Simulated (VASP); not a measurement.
# Al32O (a cell with a defect) in VASP: single point with PBE+D3(BJ)

Aim: the single point of Al32O (a cell with a defect) with PBE+D3(BJ).

Program: VASP 6.6.1. These are calculated values, not measurements. Logs are shortened: lines on timing, memory, paths and dates and some standing lists are left out, and cuts for length are marked.

## 1. The cell of the first run

The cell holds a defect, 33 atoms: a = 8.100 Å, b = 8.100 Å, c = 8.100 Å, α = 90.00°, β = 90.00°, γ = 90.00°.

## 2. Single point, PBE+D3(BJ)

Contents of INCAR:

```
ALGO = Normal ; EDIFF = 1E-6
ENCUT = 520 ; GGA = PE
ISIF = 2 ; ISMEAR = -1
IVDW = 12 ; LASPH = True
LCHARG = False ; LREAL = Auto
LWAVE = False ; NBANDS = 73
NELM = 60 ; PREC = Accurate
SIGMA = 0.1
```

Contents of KPOINTS:

```
k-points
0
Gamma
  3 3 3
```

Contents of POSCAR:

```
Al32O
1.0
    8.1000000000      0.0000000000      0.0000000000
    0.0000000000      8.1000000000      0.0000000000
    0.0000000000      0.0000000000      8.1000000000
Al O
32 1
Direct
    0.5008024094      0.0038215577      0.0007947009
    0.7530011816      0.2544223824      0.0011721800
    0.7435564379     -0.0065366066      0.2434908910
    0.0045106870      0.0029176321      0.0011857291
    0.2567325759      0.2535034617      0.0007818337
    0.5026378944      0.5048215428      0.0027340369
    0.7539257169      0.7507013247      0.0008028686
    0.2564664489      0.0029540308      0.2530444498
    0.5011351267      0.2543962315      0.2530243057
    0.7530349639      0.5063898739      0.2530625798
    0.5011521038      0.0029278940      0.5044976260
    0.7433963884      0.2639511830      0.5139822865
    0.7530494995      0.0029650713      0.7564533056
    0.0036124182      0.5066202736      0.0007624254
    0.2549069584      0.7525531944      0.0027222968
    0.0139872065      0.2639202230      0.2434668813
    0.2567020069      0.5065985881      0.2539602126
    0.5008136722      0.7507237173      0.2539657450
    0.0140321238     -0.0067115154      0.5139605032
    0.2563782513      0.2544063504      0.5045049055
    0.5007570283      0.5066566052      0.5036779676
    0.7530120633      0.7510678970      0.5045027667
    0.2566995476      0.0037838746      0.7567102495
    0.5007742160      0.2535176049      0.7567534281
    0.7538836283      0.5066004162      0.7567268646
    0.0044875105      0.7510429188      0.2530021757
    0.0044834254      0.5063051890      0.5044889189
    0.2567555144      0.7506831731      0.5036619267
    0.0044882051      0.2543974051      0.7564481377
    0.2548467571      0.5047470229      0.7549078522
    0.5026824763      0.7525889004      0.7549276794
    0.0036122029      0.7506930362      0.7567329312
   -0.1212093366      0.1287076260      0.3788398284
```

Potentials or basis: VASP PAW PBE potentials, release 64 (Al, O).

Command:

```bash
> cat potpaw_PBE.64/Al/POTCAR potpaw_PBE.64/O/POTCAR > POTCAR
> mpirun -np 1 vasp_std > vasp.out
```

OUTCAR:

```text
EDIFF = 1E-6
   ENCUT = 520
   GGA = PE
   ISIF = 2
   ISMEAR = -1
   IVDW = 12
   LASPH = True
   LREAL = Auto
   NELM = 60
   PREC = Accurate
 IVDW          = 12

 ion  position               nearest neighbor table
   1  0.501  0.004  0.001-   3 2.78  23 2.80  24 2.83   5 2.83   8 2.84  13 2.84  31 2.85  15 2.85
                             2 2.88   9 2.88   7 2.90  18 2.90
   2  0.753  0.254  0.001-  13 2.84  29 2.84  25 2.84  24 2.84   6 2.87   1 2.88  14 2.88   4 2.88
                             9 2.89   3 2.89  16 2.89  10 2.89
   3  0.744  0.993  0.243-  33 1.90   1 2.78   7 2.78  18 2.78   4 2.89   2 2.89  26 2.89   9 2.89
                            22 2.89  11 2.89  16 3.10  19 3.10  12 3.10
   4  0.005  0.003  0.001-  13 2.84  29 2.84  23 2.85  32 2.85  15 2.87   7 2.88   5 2.88   2 2.88
                            26 2.88   3 2.89  16 2.89   8 2.89
   5  0.257  0.254  0.001-  16 2.78  24 2.80   1 2.83  23 2.83  29 2.84   9 2.84  30 2.85   6 2.85
                             4 2.88   8 2.88  14 2.90  17 2.90
   6  0.503  0.505  0.003-  15 2.84  31 2.84  30 2.84  18 2.85  17 2.85   7 2.85   5 2.85  25 2.85
                            24 2.85   9 2.87  10 2.87   2 2.87
   7  0.754  0.751  0.001-   3 2.78  25 2.80  32 2.83  14 2.83  10 2.84  13 2.84  31 2.85   6 2.85
                            26 2.88   4 2.88   1 2.90  18 2.90
   8  0.256  0.003  0.253-   9 2.84  11 2.84  18 2.84   1 2.84  15 2.87   5 2.88  28 2.88  20 2.88
                             4 2.89  19 2.89  26 2.89  16 2.89
   9  0.501  0.254  0.253-   8 2.84  20 2.84  17 2.84   5 2.84   6 2.87   1 2.88  21 2.88  11 2.88
[... 32 lines left out ...]
                            29 2.88  27 2.88  21 2.90  24 2.90
  26  0.004  0.751  0.253-  10 2.84  27 2.84  17 2.85  14 2.85  15 2.87   7 2.88  28 2.88  22 2.88
                             4 2.88  19 2.89   3 2.89   8 2.89
  27  0.004  0.506  0.504-  26 2.84  22 2.84  32 2.84  28 2.84  30 2.87  17 2.88  25 2.88  10 2.88
                            20 2.89  29 2.89  16 2.89  12 2.89
  28  0.257  0.751  0.504-  19 2.78  21 2.80  18 2.83  17 2.83  11 2.84  27 2.84  30 2.85  31 2.85
                             8 2.88  26 2.88  23 2.90  32 2.90
  29  0.004  0.254  0.756-   2 2.84   4 2.84  14 2.84   5 2.84  30 2.87  25 2.88  23 2.88  13 2.88
                            20 2.89  27 2.89  12 2.89  19 2.89
  30  0.255  0.505  0.755-   6 2.84  15 2.84  31 2.84  14 2.85   5 2.85  21 2.85  24 2.85  32 2.85
                            28 2.85  29 2.87  20 2.87  27 2.87
  31  0.503  0.753  0.755-  15 2.84   6 2.84  30 2.84   1 2.85   7 2.85  23 2.85  21 2.85  25 2.85
                            28 2.85  13 2.87  22 2.87  11 2.87
  32  0.004  0.751  0.757-  19 2.78  14 2.80   7 2.83  25 2.83  27 2.84   4 2.85  30 2.85  15 2.85
                            22 2.88  13 2.88  23 2.90  28 2.90
  33  0.879  0.129  0.379-  12 1.90  19 1.90  16 1.90   3 1.90

  LATTYP: Found a simple cubic cell.
 ALAT       =     8.1000000000

  Lattice vectors:

 A1 = (   8.1000000000,   0.0000000000,   0.0000000000)
 A2 = (   0.0000000000,   8.1000000000,   0.0000000000)
 A3 = (   0.0000000000,   0.0000000000,   8.1000000000)

Analysis of symmetry for initial positions (statically):
=====================================================================
 Subroutine PRICEL returns:
 Original cell was already a primitive cell.

 Routine SETGRP: Setting up the symmetry group for a
 simple cubic supercell.

 Subroutine GETGRP returns: Found  1 space group operations
 (whereof  1 operations were pure point group operations)
 out of a pool of 48 trial point group operations.

The static configuration has the point symmetry C_1 .

Analysis of symmetry for dynamics (positions and initial velocities):
=====================================================================
 Subroutine PRICEL returns:
 Original cell was already a primitive cell.

 Routine SETGRP: Setting up the symmetry group for a
 simple cubic supercell.

 Subroutine GETGRP returns: Found  1 space group operations
 (whereof  1 operations were pure point group operations)
 out of a pool of 48 trial point group operations.

The dynamic configuration has the point symmetry C_1 .

 Subroutine INISYM returns: Found  1 space group operations
 (whereof  1 operations are pure point group operations),
 and found     1 'primitive' translations

----------------------------------------------------------------------------------------

                                     Primitive cell

  volume of cell :     531.4410

  direct lattice vectors                    reciprocal lattice vectors
     8.100000000  0.000000000  0.000000000     0.123456790  0.000000000  0.000000000
     0.000000000  8.100000000  0.000000000     0.000000000  0.123456790  0.000000000
     0.000000000  0.000000000  8.100000000     0.000000000  0.000000000  0.123456790

  length of vectors
[... 86 lines left out ...]
     0.000000000  0.000000000  0.041152263     0.000000000  0.000000000  0.333333333

  Length of vectors
     0.041152263  0.041152263  0.041152263

  Shift w.r.t. Gamma in fractional coordinates (k-lattice)
     0.000000000  0.000000000  0.000000000

 Subroutine IBZKPT returns following result:
 ===========================================

 Found     14 irreducible k-points:

 Following reciprocal coordinates:
            Coordinates               Weight
  0.000000  0.000000  0.000000      1.000000
  0.333333  0.000000  0.000000      2.000000
  0.000000  0.333333  0.000000      2.000000
  0.000000  0.000000  0.333333      2.000000
  0.333333  0.333333  0.000000      2.000000
  0.000000  0.333333  0.333333      2.000000
  0.333333  0.000000  0.333333      2.000000
 -0.333333  0.333333  0.000000      2.000000
 -0.333333  0.000000  0.333333      2.000000
  0.000000 -0.333333  0.333333      2.000000
  0.333333  0.333333  0.333333      2.000000
 -0.333333  0.333333  0.333333      2.000000
 -0.333333 -0.333333  0.333333      2.000000
  0.333333 -0.333333  0.333333      2.000000
   k-points           NKPTS =     14   k-points in BZ     NKDIM =     14   number of bands    NBANDS=     73
   number of dos      NEDOS =    301   number of ions     NIONS =     33
   total plane-waves  NPLWV = 216000
   dimension x,y,z NGX =    60 NGY =   60 NGZ =   60
   dimension x,y,z NGXF=   120 NGYF=  120 NGZF=  120
   ions per type =              32   1
   NGX,Y,Z   is equivalent  to a cutoff of  12.31, 12.31, 12.31 a.u.
   NGXF,Y,Z  is equivalent  to a cutoff of  24.63, 24.63, 24.63 a.u.
 SYSTEM =  unknown system
   PREC   = accura    normal or accurate (medium, high low for compatibility)
   ISTART =      0    job   : 0-new  1-cont  2-samecut
   ICHARG =      2    charge: 1-file 2-atom 10-const
   ISPIN  =      1    spin polarized calculation?
   LNONCOLLINEAR =      F non collinear calculations
   LSORBIT =      F    spin-orbit coupling
   LASPH  =      T    aspherical Exc in radial PAW
   ENCUT  =  520.0 eV  38.22 Ry    6.18 a.u.  15.06 15.06 15.06*2*pi/ulx,y,z
   NELM   =     60;   NELMIN=  2; NELMDL= -5     # of ELM steps
   EDIFF  = 0.1E-05   stopping-criterion for ELM
   LREAL  =      T    real-space projection
   EDIFFG = 0.1E-04   stopping-criterion for IOM
   NSW    =      0    number of steps for IOM
[... 5 lines left out ...]
   TEBEG  =    0.0;   TEEND  =   0.0 temperature during run
   PSTRESS=    0.0 pullay stress
   NELECT =     102.0000    total number of electrons
   NUPDOWN=      -1.0000    fix difference up-down
   EMIN   =  10.00;   EMAX   =-10.00  energy-range for DOS
   EFERMI =   0.00;   METHOD = LEGACY
   ISMEAR =    -1;   SIGMA  =   0.10  broadening in eV -4-tet -1-fermi 0-gaus
   EFERMI_NEDOS =   21; number of points for ismear=-14 and -15
   IALGO  =     38    algorithm
   IMIX   =      4    mixing-type and parameters
     AMIX     =   0.40;   BMIX     =  1.00
     AMIX_MAG =   1.60;   BMIX_MAG =  1.00
  volume/ion in A,a.u.               =      16.10       108.68
  Fermi-wavevector in a.u.,A,eV,Ry     =   0.944329  1.784523 12.133087  0.891757
  Thomas-Fermi vector in A             =   2.072123
   LORBIT       =      0    0 simple, 1 ext, 2 COOP (PROOUT), +10 PAW based schemes
   GGA     = PE    functional components
   LHFCALC =     F    Hartree Fock is set to
   AEXX    =    0.0000 exact exchange contribution
   IVDW    =    12    specifies the selected vdW correction
   LEPSILON=     F    determine dielectric tensor
   LRPA    =     F    only Hartree local field effects (RPA)
 non-spin polarized calculation
  energy-cutoff  :      520.00
  volume of cell :      531.44
 maximum number of plane-waves:     14358
   NGX = 31   NGY = 31   NGZ = 31

 number of electron     102.0000013 magnetization

 Free energy of the ion-electron system (eV)
  ---------------------------------------------------
  ext. energy  EPLUGINS =         0.00000000
  ---------------------------------------------------
  free energy    TOTEN  =      -128.95613608 eV

  energy without entropy =     -128.60890876  energy(sigma->0) =     -128.78252242

 E-fermi :   7.9964     XC(G=0): -10.2356

 val. band max:        7.9743233454   @ k =  -0.3333   0.0000   0.3333
 cond. band min:       8.0649341212   @ k =   0.0000   0.3333   0.0000
 fundamental gap:      0.0906107758
 Fermi energy:         7.9964430417

 k-point     1 :       0.0000    0.0000    0.0000
  band No.  band energies     occupation
      1     -13.2671      2.00000
      2      -2.9597      2.00000
      3      -1.1278      2.00000
      4      -1.1273      2.00000
      5      -1.1268      2.00000
      6      -0.8579      2.00000
[... 913 lines left out ...]
     62       9.8346      0.00000
     63       9.8346      0.00000
 [bands above 63 left out]

------------------------ aborting loop because EDIFF is reached ----------------------------------------

 Edisp (eV)  -10.91405

 E8    (eV) :    -4.8579

  FORCE on cell =-STRESS in cart. coord.  units (eV):
  Direction    XX          YY          ZZ          XY          YZ          ZX
  --------------------------------------------------------------------------------------
  -------------------------------------------------------------------------------------
  Total      -8.55234    -8.55305    -8.55087    -0.00827    -0.00926    -0.00751
  in kB     -25.78342   -25.78556   -25.77899    -0.02493    -0.02791    -0.02263
  external pressure =      -25.78 kB  Pullay stress =        0.00 kB

 VOLUME and BASIS-vectors are now :
 -----------------------------------------------------------------------------
  energy-cutoff  :      520.00
  volume of cell :      531.44
      direct lattice vectors                 reciprocal lattice vectors
     8.100000000  0.000000000  0.000000000     0.123456790  0.000000000  0.000000000
     0.000000000  8.100000000  0.000000000     0.000000000  0.123456790  0.000000000
     0.000000000  0.000000000  8.100000000     0.000000000  0.000000000  0.123456790

 POSITION                                       TOTAL-FORCE (eV/Angst)
 -----------------------------------------------------------------------------------
      4.05650      0.03095      0.00644         0.000326      0.003546      0.000699
      6.09931      2.06082      0.00949         0.003326      0.000231      0.001038
      6.02281      8.04705      1.97228        -0.000164      0.000824      0.001966
      0.03654      0.02363      0.00960         0.000614      0.002866      0.000210
      2.07953      2.05338      0.00633        -0.000644     -0.000871      0.001620
      4.07137      4.08905      0.02215        -0.000362     -0.001940     -0.002582
[... 25 lines left out ...]
      0.02926      6.08061      6.12954        -0.001560      0.000373      0.000212
      7.11820      1.04253      3.06860        -0.003327     -0.003277     -0.004267
 -----------------------------------------------------------------------------------
    total drift:                               -0.018642     -0.018955     -0.018142

  FREE ENERGIE OF THE ION-ELECTRON SYSTEM (eV)
  ---------------------------------------------------
  free  energy   TOTEN  =      -139.8701888580 eV

  energy  without entropy=     -139.5229615346  energy(sigma->0) =     -139.69657520
```

It took 41 min on 1 thread of Intel Xeon 8259CL, shared host; peak memory 0.68 GiB.

Results:

```
Free energy                : -139.8702 eV
Pressure                   : -2.6 GPa
Largest force              : 0.008 eV/Å
Band gap on the k mesh     : zero (bands 51 and 52 overlap by 0.32 eV)
Dispersion energy per atom : -0.331 eV
```

Forces on the atoms (eV/Å):
```
Al   0.000  0.004  0.001
Al   0.003  0.000  0.001
Al   0.000  0.001  0.002
Al   0.001  0.003  0.000
Al  -0.001 -0.001  0.002
Al   0.000 -0.002 -0.003
Al   0.003  0.001  0.000
Al  -0.004 -0.001 -0.001
Al   0.002  0.001  0.003
Al  -0.001 -0.005 -0.001
Al   0.001  0.003  0.001
Al   0.001  0.004  0.007
Al  -0.001 -0.001 -0.003
Al  -0.001  0.000  0.002
Al  -0.002  0.000 -0.002
Al   0.006  0.005 -0.001
Al  -0.001 -0.001 -0.003
Al   0.000  0.000  0.003
Al   0.005  0.002  0.006
Al  -0.003 -0.002 -0.001
Al   0.001 -0.001 -0.001
Al   0.003  0.000  0.000
Al  -0.001 -0.001 -0.001
Al   0.001 -0.001 -0.001
Al  -0.002 -0.001 -0.001
Al   0.001  0.001  0.004
Al  -0.001 -0.003  0.000
Al  -0.001  0.000 -0.002
Al  -0.002 -0.002 -0.006
Al   0.001  0.000  0.000
Al  -0.001 -0.002 -0.002
Al  -0.002  0.000  0.000
O   -0.003 -0.003 -0.004
```

The gap in the log of VASP goes by the Fermi energy; the results here count the filled bands.